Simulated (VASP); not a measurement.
# CaO: single point with r2SCAN

Crystal: CaO.

```
Ca O
1.0
     0.00000    2.43861    2.43861
     2.43861    0.00000    2.43861
     2.43861    2.43861    0.00000
Ca O
1 1
Cartesian
  0.0000 0.0000 0.0000
  2.4386 2.4386 2.4386
```

```yaml
Program: VASP 6.6.1
Task: single point
Functional: r2SCAN
Potentials_or_basis: VASP PAW PBE potentials, release 64 (Ca_sv, O)
Cutoff: 520 eV
k_mesh: 6 × 6 × 6
Occupations: fermi-dirac, width 0.0164 eV
Spin: no spin polarisation
```

| Quantity | Value |
| --- | --- |
| Pressure | -4.5 GPa |
| Band gap on the k mesh | 4.20 eV, indirect (least direct gap 4.58 eV) |

Levels at points of the mesh, in eV from the valence-band top:
```
           k point  band 4  band 5  band 6  band 7  band 8  band 9  band 10  band 11  band 12  band 13
(0.00, 0.00, 0.00)  -19.17  -16.39    0.00    0.00    0.00    5.07     6.74     6.74     6.74     8.26
(0.50, 0.00, 0.00)  -19.21  -15.30   -2.50   -1.11   -1.11    7.49     8.80     8.80     8.87    10.82
(0.50, 0.50, 0.00)  -19.36  -16.17   -1.31   -0.38   -0.38    4.20     8.44     9.38     9.93     9.93
```

Run time: 20 s on 1 thread of Intel(R) Xeon(R) 6975P-C (Granite Rapids) (shared host), peak memory 0.16 GiB.

Caveat: the PAW data sets were made with another functional, which shifts forces and pressure a little. r2SCAN opens gaps a little over a GGA but as a rule still falls short of measured ones.
